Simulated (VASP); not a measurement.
# WC (Pm) in VASP: single point with PBE

Aim: the single point of WC with PBE.

Everything below comes from runs of VASP 6.6.1. Logs are shortened: lines on timing, memory, paths and dates and some standing lists are left out, and cuts for length are marked.

**1. The cell of the first run**

It takes space group Pm (No. 6, monoclinic). The conventional cell has a = 2.901 Å, b = 2.829 Å, c = 2.901 Å, α = 90.00°, β = 120.00°, γ = 90.00°. W (site symmetry m) has 6 C at 2.07 to 2.33 Å within 2.7 Å. Within 2.7 Å of C (site symmetry m) lie 6 W at 2.07 to 2.33 Å.

**2. Single point, PBE (atom 1 (W) moved by (-0.200, +0.000) A along x and y)**

Input file INCAR:

```
SYSTEM = WC
PREC = Accurate ; ENCUT = 520
EDIFF = 1E-6 ; ISMEAR = 0
SIGMA = 0.15 ; LREAL = .FALSE.
LASPH = .TRUE. ; NELM = 60
ALGO = Normal ; ISIF = 2
LWAVE = .FALSE. ; LCHARG = .TRUE.
GGA = PE ; LELF = .TRUE.
LVHAR = .TRUE. ; NBANDS = 16
```

Input file KPOINTS:

```
regular mesh
0
G
  18 18 16
  0 0 0
```

Input file POSCAR:

```
WC
1.0
    2.9005014360      0.0000000000      0.0000000000
   -1.4502507180      2.5119079273      0.0000000000
    0.0000000000      0.0000000000      2.8290000000
W C
1 1
Direct
   -0.0689535945      0.0000000000      0.0000000000
    0.6666666667      0.3333333333      0.5000000000
```

Potentials or basis: VASP PAW PBE potentials, release 64 (W_sv, C).

Run with:

```
$ cat potpaw_PBE.64/W_sv/POTCAR potpaw_PBE.64/C/POTCAR > POTCAR
$ mpirun -np 1 vasp_std > vasp.out
```

OUTCAR:

```text
SYSTEM = WC
   PREC = Accurate
   ENCUT = 520
   EDIFF = 1E-6
   ISMEAR = 0
   LREAL = .FALSE.
   LASPH = .TRUE.
   NELM = 60
   ISIF = 2
   GGA = PE

 ion  position               nearest neighbor table
   1  0.931  0.000  0.000-   2 2.07   2 2.07   2 2.20   2 2.20   2 2.33   2 2.33
   2  0.667  0.333  0.500-   1 2.07   1 2.07   1 2.20   1 2.20   1 2.33   1 2.33

  LATTYP: Found a hexagonal cell.
 ALAT       =     2.9005014360
 C/A-ratio  =     0.9753485949

  Lattice vectors:

 A1 = (   2.9005014360,   0.0000000000,   0.0000000000)
 A2 = (  -1.4502507180,   2.5119079273,   0.0000000000)
 A3 = (   0.0000000000,   0.0000000000,   2.8290000000)

Analysis of symmetry for initial positions (statically):
=====================================================================
 Subroutine PRICEL returns:
 Original cell was already a primitive cell.

 Routine SETGRP: Setting up the symmetry group for a
 hexagonal supercell.

 Subroutine GETGRP returns: Found  2 space group operations
 (whereof  2 operations were pure point group operations)
 out of a pool of 24 trial point group operations.

The static configuration has the point symmetry C_1h.

Analysis of symmetry for dynamics (positions and initial velocities):
=====================================================================
 Subroutine PRICEL returns:
 Original cell was already a primitive cell.

 Routine SETGRP: Setting up the symmetry group for a
 hexagonal supercell.

 Subroutine GETGRP returns: Found  2 space group operations
 (whereof  2 operations were pure point group operations)
 out of a pool of 24 trial point group operations.

The dynamic configuration has the point symmetry C_1h.

 Subroutine INISYM returns: Found  2 space group operations
 (whereof  2 operations are pure point group operations),
 and found     1 'primitive' translations

----------------------------------------------------------------------------------------

                                     Primitive cell

  volume of cell :      20.6115

  direct lattice vectors                    reciprocal lattice vectors
     2.900501436  0.000000000  0.000000000     0.344767973  0.199051882  0.000000000
    -1.450250718  2.511907927  0.000000000     0.000000000  0.398103764  0.000000000
     0.000000000  0.000000000  2.829000000     0.000000000  0.000000000  0.353481796

  length of vectors
     2.900501436  2.900501436  2.829000000     0.398103764  0.398103764  0.353481796

  position of ions in fractional coordinates (direct lattice)
     0.931046405  0.000000000  0.000000000
     0.666666667  0.333333333  0.500000000

  ion indices of the primitive-cell ions
   primitive index   ion index
                 1           1
                 2           2

----------------------------------------------------------------------------------------

 KPOINTS: regular mesh

Automatic generation of k-mesh.
 Grid dimensions read from file:
 generate k-points for:   18   18   16

 Generating k-lattice:

  Cartesian coordinates                     Fractional coordinates (reciprocal lattice)
     0.019153776  0.011058438  0.000000000     0.055555556  0.000000000  0.000000000
     0.000000000  0.022116876  0.000000000     0.000000000  0.055555556  0.000000000
     0.000000000  0.000000000  0.022092612     0.000000000  0.000000000  0.062500000

  Length of vectors
     0.022116876  0.022116876  0.022092612

  Shift w.r.t. Gamma in fractional coordinates (k-lattice)
     0.000000000  0.000000000  0.000000000

 Subroutine IBZKPT returns following result:
 ===========================================

 Found   1476 irreducible k-points:

 Following reciprocal coordinates:
            Coordinates               Weight
  0.000000  0.000000  0.000000      1.000000
  0.055556  0.000000  0.000000      2.000000
  0.000000  0.055556  0.000000      2.000000
 -0.055556  0.055556  0.000000      2.000000
  0.111111  0.000000  0.000000      2.000000
  0.000000  0.111111  0.000000      2.000000
[... 16 lines left out ...]
  0.444444 -0.000000  0.000000      2.000000
  0.000000  0.444444  0.000000      2.000000
 [... further k-points ...]
   k-points           NKPTS =   1476   k-points in BZ     NKDIM =   1476   number of bands    NBANDS=     16
   number of dos      NEDOS =    301   number of ions     NIONS =      2
   total plane-waves  NPLWV =  13824
   dimension x,y,z NGX =    24 NGY =   24 NGZ =   24
   dimension x,y,z NGXF=    48 NGYF=   48 NGZF=   48
   ions per type =               1   1
   NGX,Y,Z   is equivalent  to a cutoff of  13.76, 13.76, 14.10 a.u.
   NGXF,Y,Z  is equivalent  to a cutoff of  27.51, 27.51, 28.21 a.u.
 SYSTEM =  WC
   PREC   = accura    normal or accurate (medium, high low for compatibility)
   ISTART =      0    job   : 0-new  1-cont  2-samecut
   ICHARG =      2    charge: 1-file 2-atom 10-const
   ISPIN  =      1    spin polarized calculation?
   LNONCOLLINEAR =      F non collinear calculations
   LSORBIT =      F    spin-orbit coupling
   LASPH  =      T    aspherical Exc in radial PAW
   ENCUT  =  520.0 eV  38.22 Ry    6.18 a.u.   5.39  5.39  5.26*2*pi/ulx,y,z
   NELM   =     60;   NELMIN=  2; NELMDL= -5     # of ELM steps
   EDIFF  = 0.1E-05   stopping-criterion for ELM
   LREAL  =      F    real-space projection
   EDIFFG = 0.1E-04   stopping-criterion for IOM
   NSW    =      0    number of steps for IOM
   IBRION =     -1    ionic relax: 0-MD 1-quasi-New 2-CG
   NFREE  =      0    steps in history (QN), initial steepest desc. (CG)
   ISIF   =      2    stress and relaxation
   ISYM   =      2    0-nonsym 1-usesym 2-fastsym
   POTIM  = 0.5000    time-step for ionic-motion
   TEBEG  =    0.0;   TEEND  =   0.0 temperature during run
   PSTRESS=    0.0 pullay stress
   NELECT =      18.0000    total number of electrons
   NUPDOWN=      -1.0000    fix difference up-down
   EMIN   =  10.00;   EMAX   =-10.00  energy-range for DOS
   EFERMI =   0.00;   METHOD = LEGACY
   ISMEAR =     0;   SIGMA  =   0.15  broadening in eV -4-tet -1-fermi 0-gaus
   EFERMI_NEDOS =   21; number of points for ismear=-14 and -15
   IALGO  =     38    algorithm
   IMIX   =      4    mixing-type and parameters
     AMIX     =   0.40;   BMIX     =  1.00
     AMIX_MAG =   1.60;   BMIX_MAG =  1.00
  volume/ion in A,a.u.               =      10.31        69.55
  Fermi-wavevector in a.u.,A,eV,Ry     =   1.564813  2.957068 33.315762  2.448639
  Thomas-Fermi vector in A             =   2.667381
   LORBIT       =      0    0 simple, 1 ext, 2 COOP (PROOUT), +10 PAW based schemes
   GGA     = PE    functional components
   LHFCALC =     F    Hartree Fock is set to
   AEXX    =    0.0000 exact exchange contribution
   IVDW    =     0    specifies the selected vdW correction
   LEPSILON=     F    determine dielectric tensor
   LRPA    =     F    only Hartree local field effects (RPA)
 non-spin polarized calculation
 Gauss-broadening in eV      SIGMA  =   0.15
  energy-cutoff  :      520.00
  volume of cell :       20.61
 maximum number of plane-waves:       580
 NGX is ok and might be reduce to    24
   NGX = 11   NGY = 11   NGZ = 11

 number of electron      18.0000001 magnetization

 Free energy of the ion-electron system (eV)
  ---------------------------------------------------
  ext. energy  EPLUGINS =         0.00000000
  ---------------------------------------------------
  free energy    TOTEN  =       -22.11713613 eV

  energy without entropy =      -22.11405688  energy(sigma->0) =      -22.11559650

 E-fermi :  11.3164     XC(G=0): -13.8269

 val. band max:       11.3160409705   @ k =   0.0000   0.5000   0.5000
 cond. band min:      11.3164084958   @ k =   0.1111   0.0000   0.3125
 fundamental gap:      0.0003675254
 Fermi energy:        11.3163961391

 k-point     1 :       0.0000    0.0000    0.0000
  band No.  band energies     occupation
      1     -62.7729      2.00000
      2     -26.7846      2.00000
      3     -26.6666      2.00000
      4     -26.6522      2.00000
      5      -3.3404      2.00000
      6       6.6068      2.00000
[... 8 lines left out ...]
     15      25.4983      0.00000
     16      26.9175      0.00000

 k-point     2 :       0.0556    0.0000    0.0000
  band No.  band energies     occupation
      1     -62.7711      2.00000
      2     -26.7813      2.00000
      3     -26.6876      2.00000
      4     -26.6631      2.00000
      5      -3.2639      2.00000
      6       6.6505      2.00000
[... 8 lines left out ...]
     15      25.0392      0.00000
     16      27.4989      0.00000

 k-point     3 :       0.0000    0.0556    0.0000
  band No.  band energies     occupation
      1     -62.7711      2.00000
      2     -26.7811      2.00000
      3     -26.6926      2.00000
      4     -26.6588      2.00000
      5      -3.2575      2.00000
      6       6.6406      2.00000
[... 8 lines left out ...]
     15      25.2987      0.00000
     16      27.1304      0.00000

 k-point     4 :      -0.0556    0.0556    0.0000
  band No.  band energies     occupation
      1     -62.7711      2.00000
      2     -26.7810      2.00000
      3     -26.6818      2.00000
      4     -26.6702      2.00000
      5      -3.2535      2.00000
      6       6.6167      2.00000
[... 8 lines left out ...]
     15      25.4984      0.00000
     16      27.1188      0.00000
[... 324 lines left out ...]
 k-point    22 :      -0.3889    0.3889    0.0000
  band No.  band energies     occupation
      1     -62.7194      2.00000
      2     -27.4058      2.00000
      3     -26.8401      2.00000
      4     -26.6785      2.00000
      5      -0.1601      2.00000
      6       4.0847      2.00000
[... 8 lines left out ...]
     15      25.3490      0.00000
     16      28.6728      0.00000

 k-point    23 :       0.4444   -0.0000    0.0000
  band No.  band energies     occupation
      1     -62.7150      2.00000
      2     -27.4515      2.00000
      3     -26.8463      2.00000
      4     -26.6792      2.00000
      5      -0.5369      2.00000
      6       4.6638      2.00000
[... 8 lines left out ...]
     15      24.2207      0.00000
     16      28.2548      0.00000

 k-point    24 :       0.0000    0.4444    0.0000
  band No.  band energies     occupation
      1     -62.7145      2.00000
      2     -27.4753      2.00000
      3     -26.8428      2.00000
      4     -26.6724      2.00000
      5      -0.0494      2.00000
      6       4.1644      2.00000
[... 8 lines left out ...]
     15      23.8947      0.00000
     16      28.1687      0.00000

 [... further k-points ...]

------------------------ aborting loop because EDIFF is reached ----------------------------------------

  FORCE on cell =-STRESS in cart. coord.  units (eV):
  Direction    XX          YY          ZZ          XY          YZ          ZX
  --------------------------------------------------------------------------------------
  -------------------------------------------------------------------------------------
  Total        1.7684535      1.7397914      2.6262746     -1.1087936      0.0000000      0.0000000
  in kB      137.4657406    135.2377727    204.1460401    -86.1889410      0.0000000      0.0000000
  external PRESSURE =     158.9498512 kB  Pullay stress =       0.0000000 kB

 VOLUME and BASIS-vectors are now :
 -----------------------------------------------------------------------------
  energy-cutoff  :      520.00
  volume of cell :       20.61
      direct lattice vectors                 reciprocal lattice vectors
     2.900501436  0.000000000  0.000000000     0.344767973  0.199051882  0.000000000
    -1.450250718  2.511907927  0.000000000     0.000000000  0.398103764  0.000000000
     0.000000000  0.000000000  2.829000000     0.000000000  0.000000000  0.353481796

 POSITION                                       TOTAL-FORCE (eV/Angst)
 -----------------------------------------------------------------------------------
      2.70050      0.00000      0.00000         3.138413     -0.436400      0.000000
      1.45025      0.83730      1.41450        -3.138413      0.436400      0.000000
 -----------------------------------------------------------------------------------
    total drift:                               -0.000029      0.000112      0.000000

  FREE ENERGIE OF THE ION-ELECTRON SYSTEM (eV)
  ---------------------------------------------------
  free  energy   TOTEN  =       -22.1171361266 eV

  energy  without entropy=      -22.1140568759  energy(sigma->0) =      -22.11559650
```

It took 8.7 min on 1 thread of Intel Xeon 8259CL, shared host; peak memory 0.56 GiB.

What came out:

```
Free energy            : -22.1171 eV
Pressure               : 15.9 GPa
Largest force          : 3.169 eV/Å
Band gap on the k mesh : zero (bands 9 and 10 overlap by 1.52 eV)
```

Forces in eV/Å, atoms in the order of the input:
```
W    3.138 -0.436  0.000
C   -3.138  0.436  0.000
```

Stress tensor (GPa, compression positive):
```
13.75 -8.62  0.00
-8.62 13.52  0.00
 0.00  0.00 20.41
```

Caveat: the cell differs from its parent crystal (atom 1 (W) moved by (-0.200, +0.000) A along x and y); the stress differs along the axes, from 14 to 20 GPa; spin-orbit coupling is left out, which moves the levels of the heavy elements; forces of over 1 eV/Å act on the atoms, so gaps and moduli don't describe the material at rest.
